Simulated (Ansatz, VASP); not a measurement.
**TlAg3Te2: VASP beside Ansatz**

INCAR

```
SYSTEM = TlAg3Te2
PREC = Accurate
ENCUT = 520
EDIFF = 1E-7
ISMEAR = -1
SIGMA = 0.03
LREAL = .False.
LASPH = .True.
NELM = 80
ALGO = Normal
ISIF = 2
LWAVE = .False.
LCHARG = .False.
GGA = PE
NBANDS = 38
```

Contents of KPOINTS:

```
Automatic mesh
0
Gamma
  7 7 7
  0 0 0
```

File POSCAR:

```
TlAg3Te2
1.0
    2.3000000000     -7.7250000000      0.0000000000
    2.3000000000      7.7250000000      0.0000000000
    0.0000000000      0.0000000000      4.7600000000
Tl Ag Te
1 3 2
Direct
    0.0000000000      0.0000000000      0.0000000000
    0.5000000000      0.5000000000      0.5000000000
    0.3150000000      0.6850000000      0.0000000000
    0.6850000000      0.3150000000      0.0000000000
    0.1250000000      0.8750000000      0.5000000000
    0.8750000000      0.1250000000      0.5000000000
```

Input for Ansatz:

```yaml
crystal:
  lattice:
    - [2.3, -7.725, 0.0]
    - [2.3, 7.725, 0.0]
    - [0.0, 0.0, 4.76]
  atoms:
    - { symbol: Tl, position: [0.0, 0.0, 0.0] }
    - { symbol: Ag, position: [0.5, 0.5, 0.5] }
    - { symbol: Ag, position: [0.315, 0.685, 0.0] }
    - { symbol: Ag, position: [0.685, 0.315, 0.0] }
    - { symbol: Te, position: [0.125, 0.875, 0.5] }
    - { symbol: Te, position: [0.875, 0.125, 0.5] }
kpoints:
  mp_grid: { grid: [7, 7, 7] }
  band_path:
    path:
      - [0.0, 0.0, 0.0]
      - [-0.5, 0.5, 0.0]
      - [-0.2721614772, 0.7278385228, 0.0]
      - [0.2721614772, 0.2721614772, 0.0]
      - [0.0, 0.0, 0.0]
      - [0.0, 0.0, 0.5]
      - [0.2721614772, 0.2721614772, 0.5]
      - [-0.2721614772, 0.7278385228, 0.5]
      - [-0.5, 0.5, 0.5]
    npoints: 14
scf:
  occupations: { method: fermi_dirac, width: 0.03 }
hamiltonian:
  xc: pbe
  pseudopotentials: { kind: all_electron, lapw: { basis_error: 0.0005 } }
output:
  forces: true
  stress: true
  eigenvalues: true
  populations: true
  dos: { projected: true, de: 0.2, e_range: [-14, 8] }
```

Alike in both runs: task single point; functional PBE; k mesh 7 × 7 × 7; occupations fermi-dirac, width 0.03 eV; no spin polarisation.

```csv
,VASP,Ansatz
version,VASP 6.6.1,Ansatz 0.2.0
potentials or method,"VASP PAW PBE potentials, release 64 (Tl_d, Ag, Te), cutoff 520 eV","all-electron LAPW, scalar-relativistic"
```

```tsv
	VASP	Ansatz	Ansatz less VASP
pressure (GPa)	-1.7	-1.7	+0.05
traceless stress, the component that is largest in VASP (GPa)	-3.61	-3.60	+0.006
rms of the force components (eV/Å)	0.463	0.464	+0.0009
```

Atom by atom the forces differ by 0.001 eV/Å (rms over components). Ansatz ran all-electron here, and VASP with PAW potentials.

Spin-orbit coupling is off throughout.
